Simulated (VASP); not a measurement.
Write the native input for VASP 6.6.1 that does the following.

```
Task                   : single point
Functional             : r2SCAN
Potentials or basis    : VASP PAW PBE potentials, release 64 (Nb_sv)
Cutoff                 : 520 eV
k mesh                 : 22 × 22 × 22
Occupations            : gaussian, width 0.15 eV
Spin                   : no spin polarisation
Dipole correction      : no
Further INCAR settings : ALGO = Normal; EDIFF = 1e-07; NBANDS = 12
```

The system is Nb.

```
Nb
1.0
    -0.45835    1.91243    1.91243
     1.91243   -0.45835    1.91243
     1.91243    1.91243   -0.45835
Nb
1
Direct
  0.00000 0.00000 0.00000
```

This cell differs from its parent crystal: ratio of the length along [111] to the lengths across it x 0.71, volume and fractional coordinates fixed.

The input as run:

POSCAR

```
Nb
1.0
   -0.4583504489      1.9124277349      1.9124277349
    1.9124277349     -0.4583504489      1.9124277349
    1.9124277349      1.9124277349     -0.4583504489
Nb
1
Direct
    0.0000000000      0.0000000000      0.0000000000
```

INCAR.step1

```
  PREC = Accurate
  ENCUT = 520
  ISMEAR = 0
  SIGMA = 0.15
  LREAL = False
  LASPH = True
  NELM = 100
  NBANDS = 12
  GGA = PE
  ALGO = Normal
  EDIFF = 1E-4
  LWAVE = True
  LCHARG = False
```

INCAR.step2

```
  PREC = Accurate
  ENCUT = 520
  EDIFF = 1E-7
  ISMEAR = 0
  SIGMA = 0.15
  LREAL = False
  LASPH = True
  NELM = 100
  ALGO = Normal
  ISIF = 2
  LWAVE = False
  LCHARG = False
  METAGGA = R2SCAN
  LMIXTAU = True
  NBANDS = 12
  ISTART = 1
```

KPOINTS

```
regular mesh
0
Gamma
  22 22 22
```

Potentials or basis: VASP PAW PBE potentials, release 64 (Nb_sv).

Command:

```console
$ cat potpaw_PBE.64/Nb_sv/POTCAR > POTCAR
$ cp INCAR.step1 INCAR
$ mpirun -np 1 vasp_std > vasp.out
$ cp INCAR.step2 INCAR
$ mpirun -np 1 vasp_std > vasp.out
```

It gave:

```yaml
Pressure: -1.8 GPa
```

Caveat: the PAW data sets were made with another functional, which shifts forces and pressure a little.

It took 9.8 min on 1 thread of Intel Xeon 6975P-C (shared host), peak memory 0.32 GiB.
